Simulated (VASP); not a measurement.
Wanted: the native input for a VASP 6.6.1 run.

```yaml
Task: single point
Functional: PBE
Potentials_or_basis: VASP PAW PBE potentials, release 64 (Se)
Cutoff: 520 eV
k_mesh: 10 × 10 × 10
Occupations: methfessel-paxton, width 0.028 eV
Spin: no spin polarisation
Dipole_correction: no
Further_INCAR_settings: ALGO = Normal; EDIFF = 1e-06; NBANDS = 9
```

The structure of Se lies in POSCAR:

```
Se
1.0
   -1.7034486149      1.7034486149      1.7034486149
    1.7034486149     -1.7034486149      1.7034486149
    1.7034486149      1.7034486149     -1.7034486149
Se
1
Direct
    0.0000000000      0.0000000000      0.0000000000
```

One way to write it, as run:

INCAR

```
SYSTEM = Se
PREC     = Accurate       ! precision mode
ENCUT    = 520            ! plane-wave cutoff, eV
EDIFF    = 1E-6           ! SCF threshold, eV
ISMEAR   = 1              ! smearing method
SIGMA    = 0.028          ! smearing width, eV
LREAL    = .False.        ! projectors in reciprocal space
LASPH    = .True.         ! aspherical terms in the spheres
NELM     = 80             ! most SCF steps
ALGO     = Normal         ! electronic algorithm
ISIF     = 2              ! what is computed and relaxed
LWAVE    = .False.        ! write WAVECAR
LCHARG   = .False.        ! write CHGCAR
GGA      = PE             ! functional
NBANDS   = 9              ! bands
```

KPOINTS

```
regular mesh
0
Gamma
  10 10 10
  0 0 0
```

Potentials or basis: VASP PAW PBE potentials, release 64 (Se).

The run is started by

```sh
$ cat potpaw_PBE.64/Se/POTCAR > POTCAR
$ mpirun -np 1 vasp_std > vasp.out
```

Results of the run:

```yaml
Pressure: 1.9 GPa
Band_gap_on_the_k_mesh: zero (band 3 reaches 8.95 eV, above the bottom of band 4 at 2.52 eV)
```

It took 4.5 s on 1 thread of Intel(R) Xeon(R) Platinum 8375C CPU @ 2.90GHz (Ice Lake), with other jobs on the host, peak memory 0.14 GiB.
